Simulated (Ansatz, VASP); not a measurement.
## Two plane-wave programs on Bi2Se3

```xyz
5
Lattice="2.0435 1.1798 9.4163 -2.0435 1.1798 9.4163 0.0000 -2.3596 9.4163" Properties=species:S:1:pos:R:3 pbc="T T T"
Bi    0.0000    0.0000   16.9268
Bi    0.0000    0.0000   11.3222
Se    0.0000    0.0000   22.2687
Se    0.0000    0.0000    5.9803
Se    0.0000    0.0000    0.0000
```

Alike in both runs: task single point; functional LDA; k mesh 8 × 8 × 8; occupations fermi-dirac, width 0.05 eV; no spin polarisation.

|  | VASP | Ansatz |
| --- | --- | --- |
| version | VASP 6.6.1 | Ansatz 0.2.0 |
| potentials or method | VASP PAW LDA potentials, release 64 (Bi_d, Se) | JTH PAW LDA |
| plane-wave cutoff (eV) | 520 | 1800 |
| valence electrons in the cell | 48 | 48 |

Ansatz gave:

| Item | Value |
| --- | --- |
| gap on the k mesh at the Fermi level (eV) | 0.06 |
| least direct gap on the mesh (eV) | 0.06 |
| pressure (GPa) | 0.8 |
| traceless stress, the component that is largest in VASP (GPa) | -0.12 |
| rms of the force components (eV/Å) | 0.145 |

Question: Which values does VASP return?

Answer: gap on the k mesh at the Fermi level (eV): 0.06; least direct gap on the mesh (eV): 0.06; pressure (GPa): 1.1; traceless stress, the component that is largest in VASP (GPa): -0.13; rms of the force components (eV/Å): 0.160.

LDA's correlation is that of Perdew and Zunger in VASP and of Perdew and Wang (1992) in Ansatz. Atom by atom the forces differ by 0.015 eV/Å (rms over components).

Neither program's run includes spin-orbit coupling.
